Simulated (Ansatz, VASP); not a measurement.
**Sn: VASP beside Ansatz**

Contents of POSCAR:

```
Sn
1.0
    0.0000000000      3.1441078360      3.4585186196
    3.1441078360      0.0000000000      3.4585186196
    3.1441078360      3.1441078360      0.0000000000
Sn
2
Direct
    0.5000000000      0.5000000000      0.5000000000
    0.7500000000      0.7500000000      0.7500000000
```

Contents of INCAR.step1:

```
PREC = Accurate
ENCUT = 520
ISMEAR = 0
SIGMA = 0.15
LREAL = False
LASPH = True
NELM = 60
NBANDS = 21
GGA = PE
ALGO = Normal
EDIFF = 1E-4
LWAVE = True
LCHARG = False
```

INCAR.step2

```
PREC = Accurate
ENCUT = 520
EDIFF = 1E-6
ISMEAR = 0
SIGMA = 0.15
LREAL = False
LASPH = True
NELM = 60
ALGO = Normal
ISIF = 2
LWAVE = False
LCHARG = False
METAGGA = R2SCAN
LMIXTAU = True
NBANDS = 21
ISTART = 1
```

KPOINTS

```
Automatic mesh
0
Gamma
  10 10 10
```

Input for Ansatz:

```yaml
crystal:
  lattice:
    - [0.0, 3.144107836, 3.4585186196]
    - [3.144107836, 0.0, 3.4585186196]
    - [3.144107836, 3.144107836, 0.0]
  atoms:
    - { symbol: Sn, position: [0.5, 0.5, 0.5] }
    - { symbol: Sn, position: [0.75, 0.75, 0.75] }
basis:
  ecutwfc: 500
kpoints:
  mp_grid: { grid: [10, 10, 10] }
hamiltonian:
  xc: r2scan
scf:
  occupations: { method: gaussian, width: 0.15 }
output:
  forces: true
  stress: true
  eigenvalues: true
```

Alike in both runs: task single point; functional r2SCAN; k mesh 10 × 10 × 10; occupations gaussian, width 0.15 eV; no spin polarisation.

```csv
,VASP,Ansatz
version,VASP 6.6.1,Ansatz 0.2.0
potentials or method,"VASP PAW PBE potentials, release 64 (Sn_d), cutoff 520 eV","scalar-relativistic, plane waves, PAW"
valence electrons in the cell,28,28
```

```csv
,VASP,Ansatz,Ansatz less VASP
gap on the k mesh at the Fermi level (eV),none,none,-
pressure (GPa),1.5,1.6,+0.04
"traceless stress, the component that is largest in VASP (GPa)",-2.56,-2.57,-0.005
```

VASP's potentials were made for PBE, not for r2SCAN. A gap of «none» marks a metal or a gap that the smearing closes.
